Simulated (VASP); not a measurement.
# MnO (Cmc2_1) in VASP: a series of runs

Runs on MnO. Level: PBEsol. Tasks: single point.

All numbers are computed with VASP 6.6.1; they aren't measurements. Logs are shortened: lines on timing, memory, paths and dates and some standing lists are left out, and cuts for length are marked.

## 1. The cell of the first run

The structure is orthorhombic, space group Cmc2_1 (No. 36). The conventional cell has a = 3.397 Å, b = 5.747 Å, c = 5.361 Å, α = 90.00°, β = 90.00°, γ = 90.00°. Mn (site symmetry m) has 4 O at 2.04 to 2.05 Å within 2.7 Å. Within 2.7 Å of O (site symmetry m) lie 4 Mn at 2.04 to 2.05 Å.

## 2. Single point, PBEsol, collinear spin, ferromagnetic start (13.08 Å³/atom)

INCAR

```
SYSTEM = MnO
ALGO = Normal
EDIFF = 1E-7
ENCUT = 520
GGA = PS
ISIF = 2
ISMEAR = -1
ISPIN = 2
LASPH = .TRUE.
LCHARG = .FALSE.
LMAXMIX = 4
LORBIT = 11
LREAL = .FALSE.
LWAVE = .FALSE.
MAGMOM = 4 4 0 0
NBANDS = 31
NELM = 150
PREC = Accurate
SIGMA = 0.05
```

KPOINTS

```
k-points
0
G
  9 9 5
  0 0 0
```

POSCAR

```
MnO
1.0
    1.6985758147     -2.8732685792      0.0000000000
    1.6985758147      2.8732685792      0.0000000000
    0.0000000000      0.0000000000      5.3614311933
Mn O
2 2
Direct
    0.8250481200      0.1749518800      0.9976535200
    0.1749518800      0.8250481200      0.4976535200
    0.8376626400      0.1623373600      0.6159161550
    0.1623373600      0.8376626400      0.1159161550
```

Potentials or basis: VASP PAW PBE potentials, release 64 (Mn_pv, O).

Started as:

```bash
$ cat potpaw_PBE.64/Mn_pv/POTCAR potpaw_PBE.64/O/POTCAR > POTCAR
$ mpirun -np 1 vasp_std > vasp.out
```

OUTCAR:

```text
SYSTEM = MnO
   EDIFF = 1E-7
   ENCUT = 520
   GGA = PS
   ISIF = 2
   ISMEAR = -1
   ISPIN = 2
   LASPH = .TRUE.
   LORBIT = 11
   LREAL = .FALSE.
   NELM = 150
   PREC = Accurate

 ion  position               nearest neighbor table
   1  0.825  0.175  0.998-   4 2.04   4 2.04   4 2.04   3 2.05
   2  0.175  0.825  0.498-   3 2.04   3 2.04   3 2.04   4 2.05
   3  0.838  0.162  0.616-   2 2.04   2 2.04   2 2.04   1 2.05
   4  0.162  0.838  0.116-   1 2.04   1 2.04   1 2.04   2 2.05

  LATTYP: Found a base centered orthorhombic cell.
 ALAT       =     3.3971516294
 B/A-ratio  =     1.6915751151
 C/A-ratio  =     1.5782136855

  Lattice vectors:

 A1 = (   1.6985758147,  -2.8732685792,   0.0000000000)
 A2 = (   1.6985758147,   2.8732685792,   0.0000000000)
 A3 = (   0.0000000000,   0.0000000000,   5.3614311933)

Analysis of symmetry for initial positions (statically):
=====================================================================
 Subroutine PRICEL returns:
 Original cell was already a primitive cell.

 Routine SETGRP: Setting up the symmetry group for a
 base centered orthorhombic supercell.

 Subroutine GETGRP returns: Found  4 space group operations
 (whereof  2 operations were pure point group operations)
 out of a pool of  8 trial point group operations.

The static configuration has the point symmetry C_1h.
 The point group associated with its full space group is C_2v.

Analysis of symmetry for dynamics (positions and initial velocities):
=====================================================================
 Subroutine PRICEL returns:
 Original cell was already a primitive cell.

 Routine SETGRP: Setting up the symmetry group for a
 base centered orthorhombic supercell.

 Subroutine GETGRP returns: Found  4 space group operations
 (whereof  2 operations were pure point group operations)
 out of a pool of  8 trial point group operations.

The dynamic configuration has the point symmetry C_1h.
 The point group associated with its full space group is C_2v.

Analysis of structural, dynamic, and magnetic symmetry:
=====================================================================
 Subroutine PRICEL returns:
 Original cell was already a primitive cell.

 Routine SETGRP: Setting up the symmetry group for a
 base centered orthorhombic supercell.

 Subroutine GETGRP returns: Found  4 space group operations
 (whereof  2 operations were pure point group operations)
 out of a pool of  8 trial point group operations.

The overall configuration has the point symmetry C_1h.
 The point group associated with its full space group is C_2v.

 Subroutine INISYM returns: Found  4 space group operations
 (whereof  2 operations are pure point group operations),
 and found     1 'primitive' translations

----------------------------------------------------------------------------------------

                                     Primitive cell

  volume of cell :      52.3325

  direct lattice vectors                    reciprocal lattice vectors
     1.698575815 -2.873268579  0.000000000     0.294364252 -0.174017843  0.000000000
     1.698575815  2.873268579  0.000000000     0.294364252  0.174017843  0.000000000
     0.000000000  0.000000000  5.361431193     0.000000000  0.000000000  0.186517361

  length of vectors
     3.337788508  3.337788508  5.361431193     0.341953978  0.341953978  0.186517361

  position of ions in fractional coordinates (direct lattice)
     0.825048120  0.174951880  0.997653520
     0.174951880  0.825048120  0.497653520
     0.837662640  0.162337360  0.615916155
     0.162337360  0.837662640  0.115916155

  ion indices of the primitive-cell ions
   primitive index   ion index
                 1           1
                 2           2
                 3           3
                 4           4

----------------------------------------------------------------------------------------

 KPOINTS: k-points

Automatic generation of k-mesh.
 Grid dimensions read from file:
 generate k-points for:    9    9    5

 Generating k-lattice:

  Cartesian coordinates                     Fractional coordinates (reciprocal lattice)
     0.032707139 -0.019335316  0.000000000     0.111111111  0.000000000  0.000000000
     0.032707139  0.019335316  0.000000000     0.000000000  0.111111111  0.000000000
     0.000000000  0.000000000  0.037303472     0.000000000  0.000000000  0.200000000

  Length of vectors
     0.037994886  0.037994886  0.037303472

  Shift w.r.t. Gamma in fractional coordinates (k-lattice)
     0.000000000  0.000000000  0.000000000

 Subroutine IBZKPT returns following result:
 ===========================================

 Found     75 irreducible k-points:

 Following reciprocal coordinates:
            Coordinates               Weight
  0.000000  0.000000  0.000000      1.000000
  0.111111 -0.000000  0.000000      4.000000
  0.222222  0.000000  0.000000      4.000000
  0.333333  0.000000  0.000000      4.000000
  0.444444  0.000000  0.000000      4.000000
  0.111111  0.111111  0.000000      2.000000
[... 16 lines left out ...]
 -0.333333  0.333333  0.000000      2.000000
  0.444444  0.444444  0.000000      2.000000
 [... further k-points ...]
   k-points           NKPTS =     75   k-points in BZ     NKDIM =     75   number of bands    NBANDS=     31
   number of dos      NEDOS =    301   number of ions     NIONS =      4
   total plane-waves  NPLWV =  31360
   dimension x,y,z NGX =    28 NGY =   28 NGZ =   40
   dimension x,y,z NGXF=    56 NGYF=   56 NGZF=   80
   ions per type =               2   2
   NGX,Y,Z   is equivalent  to a cutoff of  13.95, 13.95, 12.40 a.u.
   NGXF,Y,Z  is equivalent  to a cutoff of  27.89, 27.89, 24.81 a.u.
 SYSTEM =  MnO
   PREC   = accura    normal or accurate (medium, high low for compatibility)
   ISTART =      0    job   : 0-new  1-cont  2-samecut
   ICHARG =      2    charge: 1-file 2-atom 10-const
   ISPIN  =      2    spin polarized calculation?
   LNONCOLLINEAR =      F non collinear calculations
   LSORBIT =      F    spin-orbit coupling
   LASPH  =      T    aspherical Exc in radial PAW
   ENCUT  =  520.0 eV  38.22 Ry    6.18 a.u.   6.21  6.21  9.97*2*pi/ulx,y,z
   NELM   =    150;   NELMIN=  2; NELMDL= -5     # of ELM steps
   EDIFF  = 0.1E-06   stopping-criterion for ELM
   LREAL  =      F    real-space projection
   EDIFFG = 0.1E-05   stopping-criterion for IOM
   NSW    =      0    number of steps for IOM
   IBRION =     -1    ionic relax: 0-MD 1-quasi-New 2-CG
   NFREE  =      0    steps in history (QN), initial steepest desc. (CG)
   ISIF   =      2    stress and relaxation
   ISYM   =      2    0-nonsym 1-usesym 2-fastsym
   POTIM  = 0.5000    time-step for ionic-motion
   TEBEG  =    0.0;   TEEND  =   0.0 temperature during run
   PSTRESS=    0.0 pullay stress
   NELECT =      38.0000    total number of electrons
   NUPDOWN=      -1.0000    fix difference up-down
   EMIN   =  10.00;   EMAX   =-10.00  energy-range for DOS
   EFERMI =   0.00;   METHOD = LEGACY
   ISMEAR =    -1;   SIGMA  =   0.05  broadening in eV -4-tet -1-fermi 0-gaus
   EFERMI_NEDOS =   21; number of points for ismear=-14 and -15
   IALGO  =     38    algorithm
   IMIX   =      4    mixing-type and parameters
     AMIX     =   0.40;   BMIX     =  1.00
     AMIX_MAG =   1.60;   BMIX_MAG =  1.00
  volume/ion in A,a.u.               =      13.08        88.29
  Fermi-wavevector in a.u.,A,eV,Ry     =   1.471450  2.780637 29.458845  2.165164
  Thomas-Fermi vector in A             =   2.586584
   LORBIT       =     11    0 simple, 1 ext, 2 COOP (PROOUT), +10 PAW based schemes
   GGA     = PS    functional components
   LHFCALC =     F    Hartree Fock is set to
   AEXX    =    0.0000 exact exchange contribution
   IVDW    =     0    specifies the selected vdW correction
   LEPSILON=     F    determine dielectric tensor
   LRPA    =     F    only Hartree local field effects (RPA)
 spin polarized calculation
  energy-cutoff  :      520.00
  volume of cell :       52.33
 maximum number of plane-waves:      1426
 NGX is ok and might be reduce to    28
   NGX = 13   NGY = 13   NGZ = 19

 number of electron      38.0000014 magnetization      10.0250472

 number of electron      38.0000014 magnetization       9.9710869

 Free energy of the ion-electron system (eV)
  ---------------------------------------------------
  ext. energy  EPLUGINS =         0.00000000
  ---------------------------------------------------
  free energy    TOTEN  =       -34.31063089 eV

  energy without entropy =      -34.30535445  energy(sigma->0) =      -34.30799267

 E-fermi :   5.8934     XC(G=0): -10.8954

 val. band max:        5.8462457552   @ k =  -0.1111   0.1111   0.2000
 cond. band min:       5.9151135986   @ k =   0.0000   0.0000   0.2000
 fundamental gap:      0.0688678434
 Fermi energy:         5.8934453933

 spin component 1

 k-point     1 :       0.0000    0.0000    0.0000
  band No.  band energies     occupation
      1     -44.5874      1.00000
      2     -44.5612      1.00000
      3     -44.5536      1.00000
      4     -44.5499      1.00000
      5     -44.5467      1.00000
      6     -44.5426      1.00000
[... 23 lines left out ...]
     30      17.9597      0.00000
     31      18.0517      0.00000

 k-point     2 :       0.1111   -0.0000    0.0000
  band No.  band energies     occupation
      1     -44.5861      1.00000
      2     -44.5625      1.00000
      3     -44.5553      1.00000
      4     -44.5516      1.00000
      5     -44.5475      1.00000
      6     -44.5449      1.00000
[... 23 lines left out ...]
     30      17.5262      0.00000
     31      18.7963      0.00000

 k-point     3 :       0.2222    0.0000    0.0000
  band No.  band energies     occupation
      1     -44.5829      1.00000
      2     -44.5666      1.00000
      3     -44.5608      1.00000
      4     -44.5554      1.00000
      5     -44.5499      1.00000
      6     -44.5492      1.00000
[... 703 lines left out ...]
     30      15.7402      0.00000
     31      17.0994      0.00000

 k-point    24 :       0.4444    0.4444    0.0000
  band No.  band energies     occupation
      1     -44.5859      1.00000
      2     -44.5820      1.00000
      3     -44.5717      1.00000
      4     -44.5593      1.00000
      5     -44.5554      1.00000
      6     -44.5502      1.00000
[... 23 lines left out ...]
     30      15.4188      0.00000
     31      16.5676      0.00000

 [... further k-points ...]

 spin component 2

 k-point     1 :       0.0000    0.0000    0.0000
  band No.  band energies     occupation
      1     -39.9365      1.00000
      2     -39.9021      1.00000
      3     -39.8939      1.00000
      4     -39.8918      1.00000
      5     -39.8845      1.00000
      6     -39.8825      1.00000
[... 23 lines left out ...]
     30      19.1578      0.00000
     31      19.6018      0.00000

 k-point     2 :       0.1111   -0.0000    0.0000
  band No.  band energies     occupation
      1     -39.9349      1.00000
      2     -39.9041      1.00000
      3     -39.8967      1.00000
      4     -39.8936      1.00000
      5     -39.8856      1.00000
      6     -39.8854      1.00000
[... 23 lines left out ...]
     30      19.1040      0.00000
     31      20.3387      0.00000

 k-point     3 :       0.2222    0.0000    0.0000
  band No.  band energies     occupation
      1     -39.9308      1.00000
      2     -39.9101      1.00000
      3     -39.9045      1.00000
      4     -39.8984      1.00000
      5     -39.8909      1.00000
      6     -39.8883      1.00000
[... 703 lines left out ...]
     30      17.6175      0.00000
     31      18.5600      0.00000

 k-point    24 :       0.4444    0.4444    0.0000
  band No.  band energies     occupation
      1     -39.9361      1.00000
      2     -39.9307      1.00000
      3     -39.9163      1.00000
      4     -39.9041      1.00000
      5     -39.8954      1.00000
      6     -39.8923      1.00000
[... 23 lines left out ...]
     30      16.6307      0.00000
     31      18.3866      0.00000

 [... further k-points ...]
[... 5 lines left out ...]
  --------------------------------------------------------------------------------------
  -------------------------------------------------------------------------------------
  Total        0.5716163      0.8261566      0.5837832      0.0000000      0.0000000      0.0000000
  in kB       17.5002102     25.2930422     17.8727056      0.0000000      0.0000000      0.0000000
  external PRESSURE =      20.2219860 kB  Pullay stress =       0.0000000 kB

 VOLUME and BASIS-vectors are now :
 -----------------------------------------------------------------------------
  energy-cutoff  :      520.00
  volume of cell :       52.33
      direct lattice vectors                 reciprocal lattice vectors
     1.698575815 -2.873268579  0.000000000     0.294364252 -0.174017843  0.000000000
     1.698575815  2.873268579  0.000000000     0.294364252  0.174017843  0.000000000
     0.000000000  0.000000000  5.361431193     0.000000000  0.000000000  0.186517361

 POSITION                                       TOTAL-FORCE (eV/Angst)
 -----------------------------------------------------------------------------------
      1.69858     -1.86790      5.34885         0.000000     -0.012611      0.046897
      1.69858      1.86790      2.66814         0.000000      0.012611      0.046897
      1.69858     -1.94039      3.30219         0.000000      0.043033     -0.046897
      1.69858      1.94039      0.62148         0.000000     -0.043033     -0.046897
 -----------------------------------------------------------------------------------
    total drift:                               -0.000000     -0.000000      0.004016

  FREE ENERGIE OF THE ION-ELECTRON SYSTEM (eV)
  ---------------------------------------------------
  free  energy   TOTEN  =       -34.3106308858 eV

  energy  without entropy=      -34.3053544532  energy(sigma->0) =      -34.30799267

 total charge

# of ion       s       p       d       tot
------------------------------------------
    1        0.245   6.237   4.956  11.438
    2        0.245   6.237   4.956  11.438
    3        1.551   3.445   0.000   4.996
    4        1.551   3.445   0.000   4.996
--------------------------------------------------
tot          3.591  19.364   9.912  32.867

 magnetization (x)

# of ion       s       p       d       tot
------------------------------------------
    1        0.036   0.064   4.294   4.395
    2        0.036   0.064   4.294   4.395
    3        0.020   0.181   0.000   0.201
    4        0.020   0.181   0.000   0.201
--------------------------------------------------
tot          0.112   0.490   8.589   9.191
```

Run time: 3.8 min. Hardware: 1 thread of Intel Xeon Platinum 8488C (Sapphire Rapids), shared host; peak memory 0.31 GiB.

Results:

```yaml
Free_energy: -34.3106 eV
Pressure: 2.0 GPa
Largest_force: 0.064 eV/Å
Band_gap_on_the_k_mesh: zero (filled and empty bands overlap)
Net_moment: 9.97 μB per cell
Site_moments: Mn +4.39; O +0.20 μB
Valence_electrons_inside_the_program's_atomic_spheres: Mn 11.44; O 5.00
```

Forces in eV/Å, atoms in the order of the input:
```
Mn   0.000 -0.013  0.047
Mn   0.000  0.013  0.047
O    0.000  0.043 -0.047
O    0.000 -0.043 -0.047
```

Levels at points of the mesh, in eV from the Fermi level:
Spin up:
```tsv
k point	band 22	band 23	band 24	band 25	band 26	band 27
(0.00, 0.00, 0.00)	-0.65	-0.25	0.11	0.13	3.63	5.36
```
Spin down:
```tsv
k point	band 11	band 12	band 13	band 14	band 15	band 16	band 17	band 18
(0.00, 0.00, 0.00)	-5.04	-5.02	-5.01	-4.89	-0.14	0.85	1.01	1.41
```

Caveat: the PAW data sets were made with another functional, which shifts forces and pressure a little; semilocal functionals often make such compounds metallic where correlation or magnetic order opens a gap, which also shifts bond lengths; the run started ferromagnetic, and an antiferromagnetic order may lie lower in energy. With open d or f shells a metallic result of PBEsol can be an artefact of self-interaction; +U or a hybrid may open a gap.

[end of part 1 of 2]

The gap in the log of VASP goes by the Fermi energy; the results here count the filled bands.